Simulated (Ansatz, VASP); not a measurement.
PbSe in VASP and in Ansatz

File INCAR:

```
PREC = Accurate ; ENCUT = 520
EDIFF = 1E-8 ; ISMEAR = -1
SIGMA = 0.02 ; LREAL = F
LASPH = T ; NELM = 60
ALGO = Normal ; ISIF = 2
LWAVE = F ; LCHARG = F
GGA = PS ; LEFG = T
NBANDS = 17
```

The input KPOINTS:

```
regular mesh
0
Gamma
  7 7 7
```

The input POSCAR:

```
PbSe
1.0
    0.0000000000      3.0009070000      3.0621500000
    3.0009070000      0.0000000000      3.0621500000
    3.0009070000      3.0009070000      0.0000000000
Pb Se
1 1
Direct
    0.0000000000      0.0000000000      0.0000000000
    0.5000000000      0.5000000000      0.5000000000
```

Input for Ansatz:

```yaml
crystal:
  lattice:
    - [0.0, 3.000907, 3.06215]
    - [3.000907, 0.0, 3.06215]
    - [3.000907, 3.000907, 0.0]
  atoms:
    - { symbol: Pb, position: [0.0, 0.0, 0.0] }
    - { symbol: Se, position: [0.5, 0.5, 0.5] }
kpoints:
  mp_grid: { grid: [7, 7, 7] }
scf:
  occupations: { method: fermi_dirac, width: 0.02 }
hamiltonian:
  xc: pbesol
  pseudopotentials: { kind: all_electron, datasets: crystal }
output:
  forces: true
  stress: true
  eigenvalues: true
  efg: { contact_densities: true }
```

Change from the starting cell: equal xx and yy strain of -2 %, crystal datasets.

Alike in both runs: task electric field gradients; functional PBEsol; k mesh 7 × 7 × 7; occupations fermi-dirac, width 0.02 eV; no spin polarisation.

|  | VASP | Ansatz |
| --- | --- | --- |
| version | VASP 6.6.1 | Ansatz 0.2.0 |
| potentials or method | VASP PAW PBE potentials, release 64 (Pb_d, Se), cutoff 520 eV | all-electron PAW with datasets made for the crystal, scalar-relativistic |

Ansatz gave:

```
gap on the k mesh at the Fermi level (eV)                     : 0.79
pressure (GPa)                                                : 1.7
traceless stress, the component that is largest in VASP (GPa) : -1.87
size of Vzz on the site where it differs most (V/Å²)          : 67.8
```

**Question.** Estimate VASP's values.

**Answer.** gap on the k mesh at the Fermi level (eV): 0.79; pressure (GPa): 1.7; traceless stress, the component that is largest in VASP (GPa): -1.88; size of Vzz on the site where it differs most (V/Å²): 63.2.

VASP's potentials were made for PBE, not for PBEsol. Ansatz ran all-electron here, and VASP with PAW potentials.

Spin-orbit coupling is off throughout.
